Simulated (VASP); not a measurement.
# Ca2C (Fm-3m) in VASP: a series of runs

Aim: see how the results for Ca2C move with the level of theory and the settings. Levels: r2SCAN, r2SCAN50, PBE-based screened hybrid with 40 % exact exchange. Tasks: single point.

All numbers are computed with VASP 6.6.1; they aren't measurements. Logs are shortened: lines on timing, memory, paths and dates and some standing lists are left out, and cuts for length are marked.

**1. The cell of the first run**

It takes space group Fm-3m (No. 225, cubic). Conventional cell: a = 6.257 Å, b = 6.257 Å, c = 6.257 Å, α = 90.00°, β = 90.00°, γ = 90.00°. C (site symmetry m-3m) has 8 Ca at 2.71 Å within 3.6 Å. Within 3.6 Å of Ca (site symmetry -43m) lie 4 C at 2.71 Å and 6 Ca at 3.13 Å.

**2. Single point, r2SCAN**

File POSCAR:

```
Ca2C
1.0
    0.0000000000      3.1285803947      3.1285803947
    3.1285803947      0.0000000000      3.1285803947
    3.1285803947      3.1285803947      0.0000000000
C Ca
1 2
Direct
    0.0000000000      0.0000000000      0.0000000000
    0.2500000000      0.2500000000      0.2500000000
    0.7500000000      0.7500000000      0.7500000000
```

File INCAR.step1:

```
PREC     = Accurate       # precision mode
ENCUT    = 520            # plane-wave cutoff, eV
ISMEAR   = 0              # smearing method
SIGMA    = 0.01           # smearing width, eV
LREAL    = F              # projectors in reciprocal space
LASPH    = T              # aspherical terms in the spheres
NELM     = 60             # most SCF steps
NBANDS   = 19             # bands
GGA      = PE             # functional
ALGO     = Normal         # electronic algorithm
EDIFF    = 1E-4           # SCF threshold, eV
LWAVE    = T              # write WAVECAR
LCHARG   = F              # write CHGCAR
```

File INCAR.step2:

```
PREC     = Accurate       # precision mode
ENCUT    = 520            # plane-wave cutoff, eV
EDIFF    = 1E-6           # SCF threshold, eV
ISMEAR   = 0              # smearing method
SIGMA    = 0.01           # smearing width, eV
LREAL    = F              # projectors in reciprocal space
LASPH    = T              # aspherical terms in the spheres
NELM     = 60             # most SCF steps
ALGO     = Normal         # electronic algorithm
ISIF     = 2              # what is computed and relaxed
LWAVE    = F              # write WAVECAR
LCHARG   = F              # write CHGCAR
METAGGA  = R2SCAN         # meta-GGA
LMIXTAU  = T            
NBANDS   = 19             # bands
ISTART   = 1
```

File KPOINTS:

```
regular mesh
0
Gamma
  6 6 6
```

Potentials or basis: VASP PAW PBE potentials, release 64 (C, Ca_sv).

Launch:

```bash
$ cat potpaw_PBE.64/C/POTCAR potpaw_PBE.64/Ca_sv/POTCAR > POTCAR
$ cp INCAR.step1 INCAR
$ mpirun -np 1 vasp_std > vasp.out
$ cp INCAR.step2 INCAR
$ mpirun -np 1 vasp_std > vasp.out
```

OUTCAR:

```text
PREC = Accurate
   ENCUT = 520
   EDIFF = 1E-6
   ISMEAR = 0
   LREAL = F
   LASPH = T
   NELM = 60
   ISIF = 2
   METAGGA = R2SCAN
   ISTART = 1

 ion  position               nearest neighbor table
   1  0.000  0.000  0.000-
   2  0.250  0.250  0.250-   3 3.13   3 3.13   3 3.13   3 3.13   3 3.13   3 3.13
   3  0.750  0.750  0.750-   2 3.13   2 3.13   2 3.13   2 3.13   2 3.13   2 3.13

  LATTYP: Found a face centered cubic cell.
 ALAT       =     6.2571607894

  Lattice vectors:

 A1 = (   0.0000000000,   3.1285803947,   3.1285803947)
 A2 = (   3.1285803947,   0.0000000000,   3.1285803947)
 A3 = (   3.1285803947,   3.1285803947,   0.0000000000)

Analysis of symmetry for initial positions (statically):
=====================================================================
 Subroutine PRICEL returns:
 Original cell was already a primitive cell.

 Routine SETGRP: Setting up the symmetry group for a
 face centered cubic supercell.

 Subroutine GETGRP returns: Found 48 space group operations
 (whereof 48 operations were pure point group operations)
 out of a pool of 48 trial point group operations.

The static configuration has the point symmetry O_h .

Analysis of symmetry for dynamics (positions and initial velocities):
=====================================================================
 Subroutine PRICEL returns:
 Original cell was already a primitive cell.

 Routine SETGRP: Setting up the symmetry group for a
 face centered cubic supercell.

 Subroutine GETGRP returns: Found 48 space group operations
 (whereof 48 operations were pure point group operations)
 out of a pool of 48 trial point group operations.

The dynamic configuration has the point symmetry O_h .

 Subroutine INISYM returns: Found 48 space group operations
 (whereof 48 operations are pure point group operations),
 and found     1 'primitive' translations

----------------------------------------------------------------------------------------

                                     Primitive cell

  volume of cell :      61.2452

  direct lattice vectors                    reciprocal lattice vectors
     0.000000000  3.128580395  3.128580395    -0.159816894  0.159816894  0.159816894
     3.128580395  0.000000000  3.128580395     0.159816894 -0.159816894  0.159816894
     3.128580395  3.128580395  0.000000000     0.159816894  0.159816894 -0.159816894

  length of vectors
     4.424480825  4.424480825  4.424480825     0.276810980  0.276810980  0.276810980

  position of ions in fractional coordinates (direct lattice)
     0.000000000  0.000000000  0.000000000
     0.250000000  0.250000000  0.250000000
     0.750000000  0.750000000  0.750000000

  ion indices of the primitive-cell ions
   primitive index   ion index
                 1           1
                 2           2
                 3           3

----------------------------------------------------------------------------------------

 KPOINTS: regular mesh

Automatic generation of k-mesh.
 Grid dimensions read from file:
 generate k-points for:    6    6    6

 Generating k-lattice:

  Cartesian coordinates                     Fractional coordinates (reciprocal lattice)
    -0.026636149  0.026636149  0.026636149     0.166666667  0.000000000  0.000000000
     0.026636149 -0.026636149  0.026636149     0.000000000  0.166666667  0.000000000
     0.026636149  0.026636149 -0.026636149     0.000000000  0.000000000  0.166666667

  Length of vectors
     0.046135163  0.046135163  0.046135163

  Shift w.r.t. Gamma in fractional coordinates (k-lattice)
     0.000000000  0.000000000  0.000000000

 Subroutine IBZKPT returns following result:
 ===========================================

 Found     16 irreducible k-points:

 Following reciprocal coordinates:
            Coordinates               Weight
  0.000000  0.000000  0.000000      1.000000
  0.166667  0.000000  0.000000      8.000000
  0.333333  0.000000  0.000000      8.000000
  0.500000  0.000000  0.000000      4.000000
  0.166667  0.166667  0.000000      6.000000
  0.333333  0.166667  0.000000     24.000000
[... 8 lines left out ...]
 -0.333333  0.333333  0.166667     24.000000
 -0.333333  0.500000  0.166667     12.000000
   k-points           NKPTS =     16   k-points in BZ     NKDIM =     16   number of bands    NBANDS=     19
   number of dos      NEDOS =    301   number of ions     NIONS =      3
   total plane-waves  NPLWV =  46656
   dimension x,y,z NGX =    36 NGY =   36 NGZ =   36
   dimension x,y,z NGXF=    72 NGYF=   72 NGZF=   72
   ions per type =               1   2
   NGX,Y,Z   is equivalent  to a cutoff of  13.53, 13.53, 13.53 a.u.
   NGXF,Y,Z  is equivalent  to a cutoff of  27.05, 27.05, 27.05 a.u.
 SYSTEM =  unknown system
   PREC   = accura    normal or accurate (medium, high low for compatibility)
   ISTART =      1    job   : 0-new  1-cont  2-samecut
   ICHARG =      0    charge: 1-file 2-atom 10-const
   ISPIN  =      1    spin polarized calculation?
   LNONCOLLINEAR =      F non collinear calculations
   LSORBIT =      F    spin-orbit coupling
   LASPH  =      T    aspherical Exc in radial PAW
   ENCUT  =  520.0 eV  38.22 Ry    6.18 a.u.   8.23  8.23  8.23*2*pi/ulx,y,z
   NELM   =     60;   NELMIN=  2; NELMDL=  0     # of ELM steps
   EDIFF  = 0.1E-05   stopping-criterion for ELM
   LREAL  =      F    real-space projection
   EDIFFG = 0.1E-04   stopping-criterion for IOM
   NSW    =      0    number of steps for IOM
   IBRION =     -1    ionic relax: 0-MD 1-quasi-New 2-CG
   NFREE  =      0    steps in history (QN), initial steepest desc. (CG)
   ISIF   =      2    stress and relaxation
   ISYM   =      2    0-nonsym 1-usesym 2-fastsym
   POTIM  = 0.5000    time-step for ionic-motion
   TEBEG  =    0.0;   TEEND  =   0.0 temperature during run
   PSTRESS=    0.0 pullay stress
   NELECT =      24.0000    total number of electrons
   NUPDOWN=      -1.0000    fix difference up-down
   EMIN   =  10.00;   EMAX   =-10.00  energy-range for DOS
   EFERMI =   0.00;   METHOD = LEGACY
   ISMEAR =     0;   SIGMA  =   0.01  broadening in eV -4-tet -1-fermi 0-gaus
   EFERMI_NEDOS =   21; number of points for ismear=-14 and -15
   IALGO  =     38    algorithm
   IMIX   =      4    mixing-type and parameters
     AMIX     =   0.40;   BMIX     =  1.00
     AMIX_MAG =   1.60;   BMIX_MAG =  1.00
  volume/ion in A,a.u.               =      20.42       137.77
  Fermi-wavevector in a.u.,A,eV,Ry     =   1.197994  2.263880 19.526936  1.435189
  Thomas-Fermi vector in A             =   2.333894
   LORBIT       =      0    0 simple, 1 ext, 2 COOP (PROOUT), +10 PAW based schemes
   METAGGA = R2SCAN    functional components
   LHFCALC =     F    Hartree Fock is set to
   AEXX    =    0.0000 exact exchange contribution
   IVDW    =     0    specifies the selected vdW correction
   LEPSILON=     F    determine dielectric tensor
   LRPA    =     F    only Hartree local field effects (RPA)
 non-spin polarized calculation
 Gauss-broadening in eV      SIGMA  =   0.01
  energy-cutoff  :      520.00
  volume of cell :       61.25
 maximum number of plane-waves:      1676
 NGX is ok and might be reduce to    36
   NGX = 17   NGY = 17   NGZ = 17

 number of electron      24.0000003 magnetization

 Free energy of the ion-electron system (eV)
  ---------------------------------------------------
  ext. energy  EPLUGINS =         0.00000000
  ---------------------------------------------------
  free energy    TOTEN  =       -23.30224462 eV

  energy without entropy =      -23.30224462  energy(sigma->0) =      -23.30224462

 E-fermi :   3.3533     XC(G=0):  -9.9756

 val. band max:        3.2221146593   @ k =   0.5000   0.5000   0.0000
 cond. band min:       3.6222591891   @ k =   0.5000   0.5000   0.0000
 fundamental gap:      0.4001445298
 Fermi energy:         3.3533092898

 k-point     1 :       0.0000    0.0000    0.0000
  band No.  band energies     occupation
      1     -38.7541      2.00000
      2     -38.5444      2.00000
      3     -19.0419      2.00000
      4     -19.0419      2.00000
      5     -19.0418      2.00000
      6     -18.6129      2.00000
[... 11 lines left out ...]
     18       9.5372      0.00000
     19      10.2832      0.00000

 k-point     2 :       0.1667    0.0000    0.0000
  band No.  band energies     occupation
      1     -38.7394      2.00000
      2     -38.5579      2.00000
      3     -19.0266      2.00000
      4     -19.0168      2.00000
      5     -19.0168      2.00000
      6     -18.6602      2.00000
[... 11 lines left out ...]
     18       9.1682      0.00000
     19      10.4033      0.00000

 k-point     3 :       0.3333    0.0000    0.0000
  band No.  band energies     occupation
      1     -38.6999      2.00000
      2     -38.5951      2.00000
      3     -18.9783      2.00000
      4     -18.9458      2.00000
      5     -18.9458      2.00000
      6     -18.7716      2.00000
[... 11 lines left out ...]
     18       8.5080      0.00000
     19       9.0283      0.00000

 k-point     4 :       0.5000    0.0000    0.0000
  band No.  band energies     occupation
      1     -38.6469      2.00000
      2     -38.6469      2.00000
      3     -18.9044      2.00000
      4     -18.8766      2.00000
      5     -18.8470      2.00000
      6     -18.8470      2.00000
[... 231 lines left out ...]
     18       9.0902      0.00000
     19       9.1642      0.00000

 k-point    15 :      -0.3333    0.3333    0.1667
  band No.  band energies     occupation
      1     -38.6459      2.00000
      2     -38.6459      2.00000
      3     -19.1720      2.00000
      4     -19.1467      2.00000
      5     -18.8548      2.00000
      6     -18.8544      2.00000
[... 11 lines left out ...]
     18       8.6371      0.00000
     19       9.1697      0.00000

 k-point    16 :      -0.3333    0.5000    0.1667
  band No.  band energies     occupation
      1     -38.6629      2.00000
      2     -38.6281      2.00000
      3     -19.2397      2.00000
      4     -19.1725      2.00000
      5     -18.9997      2.00000
      6     -18.7041      2.00000
[... 11 lines left out ...]
     18       8.2657      0.00000
     19       9.1171      0.00000

------------------------ aborting loop because EDIFF is reached ----------------------------------------

  FORCE on cell =-STRESS in cart. coord.  units (eV):
  Direction    XX          YY          ZZ          XY          YZ          ZX
  --------------------------------------------------------------------------------------
  -------------------------------------------------------------------------------------
  Total        0.1520141      0.1520141      0.1520141     -0.0000000     -0.0000000      0.0000000
  in kB        3.9766969      3.9766969      3.9766969     -0.0000000     -0.0000000      0.0000000
  external PRESSURE =       3.9766969 kB  Pullay stress =       0.0000000 kB

 VOLUME and BASIS-vectors are now :
 -----------------------------------------------------------------------------
  energy-cutoff  :      520.00
  volume of cell :       61.25
      direct lattice vectors                 reciprocal lattice vectors
     0.000000000  3.128580395  3.128580395    -0.159816894  0.159816894  0.159816894
     3.128580395  0.000000000  3.128580395     0.159816894 -0.159816894  0.159816894
     3.128580395  3.128580395  0.000000000     0.159816894  0.159816894 -0.159816894

 POSITION                                       TOTAL-FORCE (eV/Angst)
 -----------------------------------------------------------------------------------
      0.00000      0.00000      0.00000        -0.000000     -0.000000     -0.000000
      1.56429      1.56429      1.56429         0.000000      0.000000      0.000000
      4.69287      4.69287      4.69287        -0.000000     -0.000000     -0.000000
 -----------------------------------------------------------------------------------
    total drift:                                0.000000      0.000000      0.000000

  FREE ENERGIE OF THE ION-ELECTRON SYSTEM (eV)
  ---------------------------------------------------
  free  energy   TOTEN  =       -23.3022446211 eV

  energy  without entropy=      -23.3022446211  energy(sigma->0) =      -23.30224462
```

Wall time 5.2 min (1 thread of AMD EPYC 7R13, shared host); peak memory 0.19 GiB.

Results:

```yaml
Free_energy: -23.3022 eV
Pressure: 0.4 GPa
Band_gap_on_the_k_mesh: 0.40 eV
```

Caveat: the structure was generated, so it needn't be the stable form of Ca2C; semilocal functionals underestimate gaps, and a narrow one can read as zero; the PAW data sets were made with another functional, which shifts forces and pressure a little.

**3. Single point, r2SCAN**

POSCAR is that of step 2.

File INCAR.step1:

```
PREC = Accurate
ENCUT = 520
ISMEAR = 0
SIGMA = 0.01
LREAL = F
LASPH = T
NELM = 100
NBANDS = 19
ISYM = 0
GGA = PE
ALGO = Normal
EDIFF = 1E-4
LWAVE = T
LCHARG = F
```

File INCAR.step2:

```
PREC = Accurate
ENCUT = 520
EDIFF = 1E-6
ISMEAR = 0
SIGMA = 0.01
LREAL = F
LASPH = T
NELM = 100
ALGO = Normal
ISIF = 2
LWAVE = F
LCHARG = T
METAGGA = R2SCAN
LMIXTAU = T
LELF = T
LVHAR = T
NBANDS = 19
ISYM = 0
ISTART = 1
```

File KPOINTS:

```
Automatic mesh
0
Gamma
  6 6 6
```

Potentials or basis: VASP PAW PBE potentials, release 64 (C, Ca_sv).

Launch:

```bash
$ cat potpaw_PBE.64/C/POTCAR potpaw_PBE.64/Ca_sv/POTCAR > POTCAR
$ cp INCAR.step1 INCAR
$ mpirun -np 1 vasp_std > vasp.out
$ cp INCAR.step2 INCAR
$ mpirun -np 1 vasp_std > vasp.out
```

Run time: 26 min. Hardware: 1 thread of AMD EPYC 7R13, shared host; peak memory 0.27 GiB.

The run converged. Its results:

| Quantity | Value |
| --- | --- |
| Free energy | -23.3022 eV |
| Pressure | 0.4 GPa |
| Band gap on the k mesh | 0.40 eV |

Levels at points of the mesh, in eV from the valence-band top:
```
           k point  band 8  band 9  band 10  band 11  band 12  band 13  band 14  band 15  band 16  band 17
(0.00, 0.00, 0.00)  -21.84   -8.94    -1.09    -1.09    -1.09     1.11     2.20     2.20     6.32     6.32
(0.50, 0.00, 0.00)  -22.06   -8.34    -1.94    -0.42    -0.42     3.05     3.34     3.34     4.71     4.92
(0.00, 0.50, 0.00)  -22.06   -8.34    -1.94    -0.42    -0.42     3.05     3.34     3.34     4.71     4.92
(0.00, 0.00, 0.50)  -22.06   -8.34    -1.94    -0.42    -0.42     3.05     3.34     3.34     4.71     4.92
(0.50, 0.50, 0.50)  -22.06   -8.34    -1.94    -0.42    -0.42     3.05     3.34     3.34     4.71     4.92
(0.50, 0.50, 0.00)  -21.72   -8.20    -1.98     0.00     0.00     0.40     2.94     3.12     5.20     5.20
(0.00, 0.50, 0.50)  -21.72   -8.20    -1.98     0.00     0.00     0.40     2.94     3.12     5.20     5.20
(0.50, 0.00, 0.50)  -21.72   -8.20    -1.98     0.00     0.00     0.40     2.94     3.12     5.20     5.20
```

Caveat: the structure was generated, so it needn't be the stable form of Ca2C; semilocal functionals underestimate gaps, and a narrow one can read as zero; the PAW data sets were made with another functional, which shifts forces and pressure a little.

**4. Single point, r2SCAN50**

POSCAR is that of step 3.

File INCAR.step1:

```
SYSTEM = Ca2C
PREC = Accurate ; ENCUT = 520
EDIFF = 1E-5 ; ISMEAR = 0
SIGMA = 0.01 ; LREAL = .False.
LASPH = .True. ; NELM = 100
ALGO = Normal ; ISIF = 2
LWAVE = .True. ; LCHARG = .False.
GGA = PE ; NBANDS = 19
```

File INCAR.step2:

```
SYSTEM = Ca2C
PREC = Accurate ; ENCUT = 520
EDIFF = 1E-6 ; ISMEAR = 0
SIGMA = 0.01 ; LREAL = .False.
LASPH = .True. ; NELM = 100
ALGO = Normal ; ISIF = 2
LWAVE = .False. ; LCHARG = .False.
METAGGA = R2SCAN ; LHFCALC = .True.
AEXX = 0.5 ; LMIXTAU = .True.
PRECFOCK = Normal ; ISTART = 1
NBANDS = 19
```

File KPOINTS:

```
Automatic mesh
0
Gamma
  4 4 4
  0 0 0
```

Launch:

```bash
$ cat potpaw_PBE.64/C/POTCAR potpaw_PBE.64/Ca_sv/POTCAR > POTCAR
$ cp INCAR.step1 INCAR
$ mpirun -np 1 vasp_std > vasp.out
$ cp INCAR.step2 INCAR
$ mpirun -np 1 vasp_std > vasp.out
```

Run time: 51 min. Hardware: 1 thread of AMD EPYC 7R13, shared host; peak memory 0.21 GiB.

The run converged. Its results:

```
Free energy            : -21.0463 eV
Pressure               : 0.1 GPa
Band gap on the k mesh : 3.00 eV
```

Levels at points of the mesh, in eV from the valence-band top:
| k point | band 9 | band 10 | band 11 | band 12 | band 13 | band 14 | band 15 | band 16 |
| --- | --- | --- | --- | --- | --- | --- | --- | --- |
| (0.00, 0.00, 0.00) | -10.73 | -1.07 | -1.07 | -1.07 | 3.55 | 5.82 | 5.82 | 10.22 |
| (0.50, 0.00, 0.00) | -9.94 | -2.43 | -0.36 | -0.36 | 6.39 | 6.78 | 6.78 | 7.53 |
| (0.50, 0.50, 0.00) | -9.75 | -2.36 | 0.00 | 0.00 | 3.00 | 6.31 | 7.04 | 9.06 |

Caveat: the k points lie up to 0.43 Å⁻¹ apart; the structure was generated, so it needn't be the stable form of Ca2C; the PAW data sets were made with another functional, which shifts forces and pressure a little. A k mesh can miss the band edges.

**5. Single point, PBE-based screened hybrid with 40 % exact exchange**

POSCAR is that of step 4.

File INCAR.step1:

```
  PREC = Accurate
  ENCUT = 520
  EDIFF = 1E-5
  ISMEAR = 0
  SIGMA = 0.01
  LREAL = F
  LASPH = T
  NELM = 80
  ALGO = Normal
  ISIF = 2
  LWAVE = T
  LCHARG = F
  NBANDS = 19
  GGA = PE
```

File INCAR.step2:

```
  PREC = Accurate
  ENCUT = 520
  EDIFF = 1E-6
  ISMEAR = 0
  SIGMA = 0.01
  LREAL = F
  LASPH = T
  NELM = 80
  ALGO = Normal
  ISIF = 2
  LWAVE = F
  LCHARG = F
  GGA = PE
  LHFCALC = T
  AEXX = 0.4
  HFSCREEN = 0.5
  PRECFOCK = Normal
  NBANDS = 19
  ISTART = 1
```

File KPOINTS:

```
Automatic mesh
0
Gamma
  4 4 4
```

Launch:

```bash
$ cat potpaw_PBE.64/C/POTCAR potpaw_PBE.64/Ca_sv/POTCAR > POTCAR
$ cp INCAR.step1 INCAR
$ mpirun -np 1 vasp_std > vasp.out
$ cp INCAR.step2 INCAR
$ mpirun -np 1 vasp_std > vasp.out
```

Run time: 31 min. Hardware: 1 thread of AMD EPYC 7R13, shared host; peak memory 0.29 GiB.

It converged, with:

```yaml
Free_energy: -12.8343 eV
Pressure: 0.7 GPa
Band_gap_on_the_k_mesh: 0.62 eV
```

Levels at points of the mesh, in eV from the valence-band top:
```
           k point  band 10  band 11  band 12  band 13  band 14  band 15
(0.00, 0.00, 0.00)    -1.03    -1.03    -1.03     1.17     2.80     2.80
(0.50, 0.00, 0.00)    -2.09    -0.37    -0.37     3.45     3.85     3.85
(0.50, 0.50, 0.00)    -2.13     0.00     0.00     0.62     3.36     3.82
```

Caveat: the k points lie up to 0.43 Å⁻¹ apart; the structure was generated, so it needn't be the stable form of Ca2C; the PAW data sets were made with another functional, which shifts forces and pressure a little. A k mesh can miss the band edges.

**6. Summary**

| level | k mesh | grid for exact exchange (PRECFOCK) | share of exact exchange | screening parameter | gap on the mesh (eV) | pressure (GPa) |
| --- | --- | --- | --- | --- | --- | --- |
| r2SCAN | 6 × 6 × 6 | - | - | - | 0.40 | 0.4 |
| r2SCAN50 | 4 × 4 × 4 | Normal | 0.5 | - | 3.00 | 0.1 |
| PBE-based screened hybrid with 40 % exact exchange | 4 × 4 × 4 | Normal | 0.4 | 0.5 1/Å | 0.62 | 0.7 |

Alike in all rows: task single point; potentials or basis VASP PAW PBE potentials, release 64 (C, Ca_sv); no spin polarisation; cell as given; cutoff (eV) 520; smearing gaussian 0.01 eV.

Caveats: some runs use coarse meshes; the structure was generated, so it needn't be the stable form of Ca2C; the PAW data sets were made with another functional, which shifts forces and pressure a little; semilocal functionals underestimate gaps, and a narrow one can read as zero (at least some runs).

Total energies depend on the potentials used, so only differences within one code and one set of settings carry meaning.
